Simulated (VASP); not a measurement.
# CdSe (F-43m) in VASP: a series of runs

CdSe is run at these levels: PBE; tasks: single point.

Everything below comes from runs of VASP 6.6.1. Logs are shortened: lines on timing, memory, paths and dates and some standing lists are left out, and cuts for length are marked.

### Step 1. The cell of the first run

Symmetry: F-43m, No. 216, cubic system. Conventional cell: a = 6.197 Å, b = 6.197 Å, c = 6.197 Å, α = 90.00°, β = 90.00°, γ = 90.00°. Within 3.5 Å of Cd (site symmetry -43m) lie 4 Se at 2.68 Å. Within 3.5 Å of Se (site symmetry -43m) lie 4 Cd at 2.68 Å.

### Step 2. Single point, PBE

Contents of INCAR:

```
SYSTEM = CdSe
ALGO = Normal
EDIFF = 1E-6
ENCUT = 520
GGA = PE
ISIF = 2
ISMEAR = -1
LASPH = .True.
LCHARG = .True.
LELF = .True.
LREAL = .False.
LVHAR = .True.
LWAVE = .False.
NBANDS = 16
NELM = 80
PREC = Accurate
SIGMA = 0.02
```

Contents of KPOINTS:

```
k-points
0
Gamma
  8 8 8
  0 0 0
```

Contents of POSCAR:

```
CdSe
1.0
    0.0000000000      3.0984096531      3.0984096531
    3.0984096531      0.0000000000      3.0984096531
    3.0984096531      3.0984096531      0.0000000000
Cd Se
1 1
Direct
    0.0000000000      0.0000000000      0.0000000000
    0.2500000000      0.2500000000      0.2500000000
```

Potentials or basis: VASP PAW PBE potentials, release 64 (Cd, Se).

Run with:

```
$ cat potpaw_PBE.64/Cd/POTCAR potpaw_PBE.64/Se/POTCAR > POTCAR
$ mpirun -np 1 vasp_std > vasp.out
```

OUTCAR:

```text
SYSTEM = CdSe
   EDIFF = 1E-6
   ENCUT = 520
   GGA = PE
   ISIF = 2
   ISMEAR = -1
   LASPH = .True.
   LREAL = .False.
   NELM = 80
   PREC = Accurate

 ion  position               nearest neighbor table
   1  0.000  0.000  0.000-   2 2.68   2 2.68   2 2.68   2 2.68
   2  0.250  0.250  0.250-   1 2.68   1 2.68   1 2.68   1 2.68

  LATTYP: Found a face centered cubic cell.
 ALAT       =     6.1968193062

  Lattice vectors:

 A1 = (   0.0000000000,   3.0984096531,   3.0984096531)
 A2 = (   3.0984096531,   0.0000000000,   3.0984096531)
 A3 = (   3.0984096531,   3.0984096531,   0.0000000000)

Analysis of symmetry for initial positions (statically):
=====================================================================
 Subroutine PRICEL returns:
 Original cell was already a primitive cell.

 Routine SETGRP: Setting up the symmetry group for a
 face centered cubic supercell.

 Subroutine GETGRP returns: Found 24 space group operations
 (whereof 24 operations were pure point group operations)
 out of a pool of 48 trial point group operations.

The static configuration has the point symmetry T_d .

Analysis of symmetry for dynamics (positions and initial velocities):
=====================================================================
 Subroutine PRICEL returns:
 Original cell was already a primitive cell.

 Routine SETGRP: Setting up the symmetry group for a
 face centered cubic supercell.

 Subroutine GETGRP returns: Found 24 space group operations
 (whereof 24 operations were pure point group operations)
 out of a pool of 48 trial point group operations.

The dynamic configuration has the point symmetry T_d .

 Subroutine INISYM returns: Found 24 space group operations
 (whereof 24 operations are pure point group operations),
 and found     1 'primitive' translations

----------------------------------------------------------------------------------------

                                     Primitive cell

  volume of cell :      59.4903

  direct lattice vectors                    reciprocal lattice vectors
     0.000000000  3.098409653  3.098409653    -0.161373109  0.161373109  0.161373109
     3.098409653  0.000000000  3.098409653     0.161373109 -0.161373109  0.161373109
     3.098409653  3.098409653  0.000000000     0.161373109  0.161373109 -0.161373109

  length of vectors
     4.381812953  4.381812953  4.381812953     0.279506425  0.279506425  0.279506425

  position of ions in fractional coordinates (direct lattice)
     0.000000000  0.000000000  0.000000000
     0.250000000  0.250000000  0.250000000

  ion indices of the primitive-cell ions
   primitive index   ion index
                 1           1
                 2           2

----------------------------------------------------------------------------------------

 KPOINTS: k-points

Automatic generation of k-mesh.
 Grid dimensions read from file:
 generate k-points for:    8    8    8

 Generating k-lattice:

  Cartesian coordinates                     Fractional coordinates (reciprocal lattice)
    -0.020171639  0.020171639  0.020171639     0.125000000  0.000000000  0.000000000
     0.020171639 -0.020171639  0.020171639     0.000000000  0.125000000  0.000000000
     0.020171639  0.020171639 -0.020171639     0.000000000  0.000000000  0.125000000

  Length of vectors
     0.034938303  0.034938303  0.034938303

  Shift w.r.t. Gamma in fractional coordinates (k-lattice)
     0.000000000  0.000000000  0.000000000

 Subroutine IBZKPT returns following result:
 ===========================================

 Found     29 irreducible k-points:

 Following reciprocal coordinates:
            Coordinates               Weight
  0.000000  0.000000  0.000000      1.000000
  0.125000  0.000000  0.000000      8.000000
  0.250000  0.000000  0.000000      8.000000
  0.375000  0.000000  0.000000      8.000000
  0.500000  0.000000  0.000000      4.000000
  0.125000  0.125000  0.000000      6.000000
[... 16 lines left out ...]
  0.500000  0.250000  0.125000     48.000000
 -0.375000  0.250000  0.125000     24.000000
 [... further k-points ...]
   k-points           NKPTS =     29   k-points in BZ     NKDIM =     29   number of bands    NBANDS=     16
   number of dos      NEDOS =    301   number of ions     NIONS =      2
   total plane-waves  NPLWV =  46656
   dimension x,y,z NGX =    36 NGY =   36 NGZ =   36
   dimension x,y,z NGXF=    72 NGYF=   72 NGZF=   72
   ions per type =               1   1
   NGX,Y,Z   is equivalent  to a cutoff of  13.66, 13.66, 13.66 a.u.
   NGXF,Y,Z  is equivalent  to a cutoff of  27.32, 27.32, 27.32 a.u.
 SYSTEM =  CdSe
   PREC   = accura    normal or accurate (medium, high low for compatibility)
   ISTART =      0    job   : 0-new  1-cont  2-samecut
   ICHARG =      2    charge: 1-file 2-atom 10-const
   ISPIN  =      1    spin polarized calculation?
   LNONCOLLINEAR =      F non collinear calculations
   LSORBIT =      F    spin-orbit coupling
   LASPH  =      T    aspherical Exc in radial PAW
   ENCUT  =  520.0 eV  38.22 Ry    6.18 a.u.   8.15  8.15  8.15*2*pi/ulx,y,z
   NELM   =     80;   NELMIN=  2; NELMDL= -5     # of ELM steps
   EDIFF  = 0.1E-05   stopping-criterion for ELM
   LREAL  =      F    real-space projection
   EDIFFG = 0.1E-04   stopping-criterion for IOM
   NSW    =      0    number of steps for IOM
   IBRION =     -1    ionic relax: 0-MD 1-quasi-New 2-CG
   NFREE  =      0    steps in history (QN), initial steepest desc. (CG)
   ISIF   =      2    stress and relaxation
   ISYM   =      2    0-nonsym 1-usesym 2-fastsym
   POTIM  = 0.5000    time-step for ionic-motion
   TEBEG  =    0.0;   TEEND  =   0.0 temperature during run
   PSTRESS=    0.0 pullay stress
   NELECT =      18.0000    total number of electrons
   NUPDOWN=      -1.0000    fix difference up-down
   EMIN   =  10.00;   EMAX   =-10.00  energy-range for DOS
   EFERMI =   0.00;   METHOD = LEGACY
   ISMEAR =    -1;   SIGMA  =   0.02  broadening in eV -4-tet -1-fermi 0-gaus
   EFERMI_NEDOS =   21; number of points for ismear=-14 and -15
   IALGO  =     38    algorithm
   IMIX   =      4    mixing-type and parameters
     AMIX     =   0.40;   BMIX     =  1.00
     AMIX_MAG =   1.60;   BMIX_MAG =  1.00
  volume/ion in A,a.u.               =      29.75       200.73
  Fermi-wavevector in a.u.,A,eV,Ry     =   1.099048  2.076900 16.434579  1.207907
  Thomas-Fermi vector in A             =   2.235436
   LORBIT       =      0    0 simple, 1 ext, 2 COOP (PROOUT), +10 PAW based schemes
   GGA     = PE    functional components
   LHFCALC =     F    Hartree Fock is set to
   AEXX    =    0.0000 exact exchange contribution
   IVDW    =     0    specifies the selected vdW correction
   LEPSILON=     F    determine dielectric tensor
   LRPA    =     F    only Hartree local field effects (RPA)
 non-spin polarized calculation
  energy-cutoff  :      520.00
  volume of cell :       59.49
 maximum number of plane-waves:      1639
 NGX is ok and might be reduce to    36
   NGX = 17   NGY = 17   NGZ = 17

 number of electron      18.0000000 magnetization

 Free energy of the ion-electron system (eV)
  ---------------------------------------------------
  ext. energy  EPLUGINS =         0.00000000
  ---------------------------------------------------
  free energy    TOTEN  =        -5.49930631 eV

  energy without entropy =       -5.49930630  energy(sigma->0) =       -5.49930631

 E-fermi :   0.7706     XC(G=0):  -8.6337

 val. band max:        0.5132118519   @ k =   0.0000   0.0000   0.0000
 cond. band min:       1.0056364143   @ k =   0.0000   0.0000   0.0000
 fundamental gap:      0.4924245623
 Fermi energy:         0.7706232177

 k-point     1 :       0.0000    0.0000    0.0000
  band No.  band energies     occupation
      1     -11.7822      2.00000
      2      -7.2488      2.00000
      3      -7.2488      2.00000
      4      -7.2488      2.00000
      5      -6.9315      2.00000
      6      -6.9315      2.00000
[... 8 lines left out ...]
     15      11.4836      0.00000
     16      11.4836      0.00000

 k-point     2 :       0.1250    0.0000    0.0000
  band No.  band energies     occupation
      1     -11.7353      2.00000
      2      -7.2341      2.00000
      3      -7.2341      2.00000
      4      -7.2039      2.00000
      5      -6.9321      2.00000
      6      -6.9321      2.00000
[... 8 lines left out ...]
     15      10.7602      0.00000
     16      10.7993      0.00000

 k-point     3 :       0.2500    0.0000    0.0000
  band No.  band energies     occupation
      1     -11.6208      2.00000
      2      -7.2020      2.00000
      3      -7.2020      2.00000
      4      -7.0566      2.00000
      5      -6.9294      2.00000
      6      -6.9294      2.00000
[... 8 lines left out ...]
     15      10.5188      0.00000
     16      10.5529      0.00000

 k-point     4 :       0.3750    0.0000    0.0000
  band No.  band energies     occupation
      1     -11.5051      2.00000
      2      -7.1765      2.00000
      3      -7.1765      2.00000
      4      -6.9187      2.00000
      5      -6.9187      2.00000
      6      -6.8211      2.00000
[... 8 lines left out ...]
     15      11.3446      0.00000
     16      11.3446      0.00000
[... 324 lines left out ...]
 k-point    22 :       0.3750    0.2500    0.1250
  band No.  band energies     occupation
      1     -11.5361      2.00000
      2      -7.1661      2.00000
      3      -7.1498      2.00000
      4      -7.0141      2.00000
      5      -6.9218      2.00000
      6      -6.8882      2.00000
[... 8 lines left out ...]
     15      11.8848      0.00000
     16      12.9762      0.00000

 k-point    23 :       0.5000    0.2500    0.1250
  band No.  band energies     occupation
      1     -11.4443      2.00000
      2      -7.1416      2.00000
      3      -7.1268      2.00000
      4      -6.9670      2.00000
      5      -6.9124      2.00000
      6      -6.7184      2.00000
[... 8 lines left out ...]
     15      12.1744      0.00000
     16      12.9546      0.00000

 k-point    24 :      -0.3750    0.2500    0.1250
  band No.  band energies     occupation
      1     -11.4064      2.00000
      2      -7.1369      2.00000
      3      -7.1166      2.00000
      4      -6.9467      2.00000
      5      -6.9171      2.00000
      6      -6.6025      2.00000
[... 8 lines left out ...]
     15      12.0282      0.00000
     16      12.9476      0.00000

 [... further k-points ...]
[... 5 lines left out ...]
  --------------------------------------------------------------------------------------
  -------------------------------------------------------------------------------------
  Total        0.0849250      0.0849250      0.0849250      0.0000000      0.0000000      0.0000000
  in kB        2.2871765      2.2871765      2.2871765      0.0000000      0.0000000      0.0000000
  external PRESSURE =       2.2871765 kB  Pullay stress =       0.0000000 kB

 VOLUME and BASIS-vectors are now :
 -----------------------------------------------------------------------------
  energy-cutoff  :      520.00
  volume of cell :       59.49
      direct lattice vectors                 reciprocal lattice vectors
     0.000000000  3.098409653  3.098409653    -0.161373109  0.161373109  0.161373109
     3.098409653  0.000000000  3.098409653     0.161373109 -0.161373109  0.161373109
     3.098409653  3.098409653  0.000000000     0.161373109  0.161373109 -0.161373109

 POSITION                                       TOTAL-FORCE (eV/Angst)
 -----------------------------------------------------------------------------------
      0.00000      0.00000      0.00000         0.000000      0.000000      0.000000
      1.54920      1.54920      1.54920        -0.000000     -0.000000     -0.000000
 -----------------------------------------------------------------------------------
    total drift:                               -0.000000     -0.000000     -0.000000

  FREE ENERGIE OF THE ION-ELECTRON SYSTEM (eV)
  ---------------------------------------------------
  free  energy   TOTEN  =        -5.4993063140 eV

  energy  without entropy=       -5.4993062975  energy(sigma->0) =       -5.49930631
```

It took 18 s on 1 thread of AMD EPYC 9R45 (Zen 5), shared host; peak memory 0.18 GiB.

What came out:

```
Free energy            : -5.4993 eV
Pressure               : 0.2 GPa
Band gap on the k mesh : 0.49 eV, direct
```

A hybrid or GW would open this gap; PBE tends to underestimate it.

### Step 3. Single point, PBE

Contents of INCAR:

```
ALGO = Normal
EDIFF = 1E-7
ENCUT = 520
GGA = PE
ISIF = 2
ISMEAR = -1
LASPH = True
LCHARG = False
LREAL = False
LWAVE = False
NBANDS = 16
NELM = 60
PREC = Accurate
SIGMA = 0.02
```

Contents of KPOINTS:

```
k-points
0
Gamma
  8 8 8
```

POSCAR is that of step 2.

Potentials or basis: VASP PAW PBE potentials, release 64 (Cd, Se).

Run with:

```
$ cat potpaw_PBE.64/Cd/POTCAR potpaw_PBE.64/Se/POTCAR > POTCAR
$ mpirun -np 1 vasp_std > vasp.out
```

Run time: 20 s. Hardware: 1 thread of AMD EPYC 9R45 (Zen 5), shared host; peak memory 0.18 GiB.

It converged, with:

```yaml
Free_energy: -5.4993 eV
Pressure: 0.2 GPa
Band_gap_on_the_k_mesh: 0.49 eV, direct
```

Levels at points of the mesh, in eV from the valence-band top:
```
           k point  band 7  band 8  band 9  band 10  band 11  band 12
(0.00, 0.00, 0.00)    0.00    0.00    0.00     0.49     5.93     5.93
(0.50, 0.00, 0.00)   -4.07   -0.67   -0.67     2.32     6.42     6.42
(0.50, 0.50, 0.00)   -3.83   -1.67   -1.67     3.24     3.69     8.86
```

A hybrid or GW would open this gap; PBE tends to underestimate it.
